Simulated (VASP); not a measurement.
Runs of VASP 6.6.1 on Si2Mo. The structure is that of space group I4/mmm (No. 139), or close to it. The cells are those of the table. 

| cell | gap on the mesh (eV) | pressure (GPa) | largest force (eV/Å) |
| --- | --- | --- | --- |
| a = 4.600 Å, angles 139.4, 139.4, 58.7°, 3 atoms | none | -5.1 | 0.10 |
| a = 4.632 Å, angles 141.8, 141.8, 55.1°, 3 atoms | none | (a) | 0.05 |
| a = 4.685 Å, angles 140.2, 140.2, 57.6°, 3 atoms | none | -9.6 | 0.20 |
| a = 4.346 Å, angles 136.9, 136.9, 62.5°, 3 atoms | none | (b) | 0.14 |
| a = 4.545 Å, angles 141.1, 141.1, 56.3°, 3 atoms | none | 20.4 | 0.17 |
| a = 4.406 Å, angles 135.3, 135.3, 65.0°, 3 atoms | none | -5.0 | 0.03 |
| a = 4.402 Å, angles 138.6, 138.6, 60.0°, 3 atoms | none | 20.4 | 0.20 |

Alike in all rows: task single point; level PBEsol; potentials or basis VASP PAW PBE potentials, release 64 (Si, Mo_sv); no spin polarisation; k mesh 20 × 20 × 20; cutoff (eV) 520; smearing gaussian 0.15 eV.

Task: Fill in the values left out.

Result: (a) 13.7; (b) 15.1.

Caveats: the PAW data sets were made with another functional, which shifts forces and pressure a little; the stress differs along the axes, from -12 to -2 GPa (at least some runs); the stress differs along the axes, from -10 to 26 GPa (at least some runs); the stress differs along the axes, from -21 to -4 GPa (at least some runs); the stress differs along the axes, from 6 to 33 GPa (at least some runs); the stress differs along the axes, from 1 to 30 GPa (at least some runs); the stress differs along the axes, from -18 to 21 GPa (at least some runs).

A k mesh can miss the band edges, and the runs leave out spin-orbit coupling on Mo.

A gap of «none» marks levels without a gap at the run's occupations.
